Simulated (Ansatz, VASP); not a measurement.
Sn: VASP beside Ansatz

```
CELL_PARAMETERS angstrom
-2.89345 2.89345 1.57951
2.89345 -2.89345 1.57951
2.89345 2.89345 -1.57951
ATOMIC_POSITIONS crystal
Sn 0.00000 0.00000 0.00000
Sn 0.75000 0.25000 0.50000
```

Alike in both runs: task single point; functional PBE; k mesh 10 × 10 × 10; occupations fermi-dirac, width 0.1 eV; no spin polarisation.

|  | VASP | Ansatz |
| --- | --- | --- |
| version | VASP 6.6.1 | Ansatz 0.2.0 |
| potentials or method | VASP PAW PBE potentials, release 64 (Sn_d), cutoff 520 eV | plane waves, PAW |
| valence electrons in the cell | 28 | 28 |

Ansatz gave:

| Quantity | Value |
| --- | --- |
| pressure (GPa) | 4.1 |
| traceless stress, the component that is largest in VASP (GPa) | -0.73 |

Task: Which values does VASP return?

Result: Pressure (GPa): 4.0; traceless stress, the component that is largest in VASP (GPa): -0.73.

With one functional, cell and mesh, what is left measures potentials, basis and numerics.
